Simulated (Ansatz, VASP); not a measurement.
**One calculation of Bi2Se3, two programs**

```
CELL_PARAMETERS angstrom
5.35319 0.00000 0.00000
-2.67659 4.63600 0.00000
0.00000 0.00000 6.34714
ATOMIC_POSITIONS crystal
Bi 0.00000 0.00000 0.28884
Bi 0.00000 0.00000 0.71116
Se 0.33333 0.66667 0.00000
Se 0.66667 0.33333 0.31949
Se 0.66667 0.33333 0.68051
```

Alike in both runs: task relaxation of cell and atoms; functional PBE; k mesh 6 × 6 × 4; occupations gaussian, width 0.1 eV; no spin polarisation.

```csv
,VASP,Ansatz
version,VASP 6.6.1,Ansatz 0.2.0
potentials or method,"VASP PAW PBE potentials, release 64 (Bi_d, Se), cutoff 600 eV","scalar-relativistic, plane waves, PAW"
valence electrons in the cell,48,78
```

Ansatz gave:

```
gap on the k mesh at the Fermi level, each at its own relaxed structure (eV) : 0.56
relaxed volume (Å³/atom)                                                     : 34.33
relaxed cell length with the largest relative difference (Å)                 : 11.379
```

Q: Which values does VASP return?

A: gap on the k mesh at the Fermi level, each at its own relaxed structure (eV): 0.38; relaxed volume (Å³/atom): 32.67; relaxed cell length with the largest relative difference (Å): 10.716.

VASP's potentials hold 48 valence electrons a cell and Ansatz's 78, so a difference there can come from the potentials and not from the codes.

Neither program's run includes spin-orbit coupling.
